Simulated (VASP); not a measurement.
Au: single point with PBE

The system is Au.

```
Au
1.0
     0.00000    3.10207    3.10207
     3.10207    0.00000    3.10207
     3.10207    3.10207    0.00000
Au
2
Direct
  0.00000 0.00000 0.00000
  0.25000 0.25000 0.25000
```

This isn't the form of Au at room conditions, which is fcc.

```json
{
 "Program": "VASP 6.6.1",
 "Task": "single point",
 "Functional": "PBE",
 "Potentials or basis": "VASP PAW PBE potentials, release 64 (Au)",
 "Cutoff": "520 eV",
 "k mesh": "16 × 16 × 16",
 "Occupations": "fermi-dirac, width 0.0612256 eV",
 "Spin": "no spin polarisation"
}
```

```json
{
 "Pressure": "-1.1 GPa",
 "Band gap on the k mesh": "zero (bands 11 and 12 overlap by 0.64 eV)"
}
```

Levels at points of the mesh, in eV from the Fermi level:
```tsv
k point	band 8	band 9	band 10	band 11	band 12	band 13	band 14	band 15
(0.00, 0.00, 0.00)	-2.20	-2.20	-1.28	-1.28	8.27	9.31	9.31	9.31
(0.50, 0.00, 0.00)	-1.99	-1.40	-1.40	-0.68	-0.41	6.63	6.63	8.43
(0.50, 0.50, 0.00)	-2.65	-1.24	-1.24	0.23	0.23	3.77	3.77	7.87
```

It took 54 s on 1 thread of Intel(R) Xeon(R) 6975P-C (Granite Rapids), with other jobs on the host, peak memory 0.28 GiB.

Caveat: spin-orbit coupling is left out, which moves the levels of the heavy elements.
